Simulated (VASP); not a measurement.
Input of a VASP 6.6.1 run:

File INCAR:

```
  ALGO = Normal
  EDIFF = 1E-6
  EDIFFG = -0.08
  ENCUT = 600
  GGA = PE
  IBRION = 2
  ISIF = 3
  ISMEAR = 0
  LASPH = True
  LCHARG = False
  LREAL = False
  LWAVE = False
  NELM = 60
  NSW = 36
  PREC = Accurate
  SIGMA = 0.15
```

File KPOINTS:

```
k-points
0
Gamma
  3 3 2
```

The input POSCAR:

```
BaZr2O5
1.0
    4.2694440000      0.0000000000      0.0000000000
    0.0000000000      4.2694440000      0.0000000000
    0.0000000000      0.0000000000      7.8356259400
Ba Zr O
1 2 5
Direct
    0.0000000000      0.0000000000      0.0000000000
    0.5000000000      0.5000000000      0.2351812600
    0.5000000000      0.5000000000      0.7648187400
    0.0000000000      0.5000000000      0.1559166400
    0.5000000000      0.0000000000      0.1559166400
    0.0000000000      0.5000000000      0.8440833600
    0.5000000000      0.0000000000      0.8440833600
    0.5000000000      0.5000000000      0.5000000000
```

Potentials or basis: VASP PAW PBE potentials, release 64 (Ba_sv, Zr_sv, O).

Launch:

```bash
$ cat potpaw_PBE.64/Ba_sv/POTCAR potpaw_PBE.64/Zr_sv/POTCAR potpaw_PBE.64/O/POTCAR > POTCAR
$ mpirun -np 1 vasp_std > vasp.out
```

(1) Predict the space group after relaxing (to 0.1 Å).

(2) Predict the relaxed cell.

## Answers

(1) P4/mmm (No. 123).

(2) a = 3.985 Å, b = 3.985 Å, c = 9.008 Å, α = 90.00°, β = 90.00°, γ = 90.00°.

Caveat: the k points lie up to 0.53 Å⁻¹ apart in the final cell.
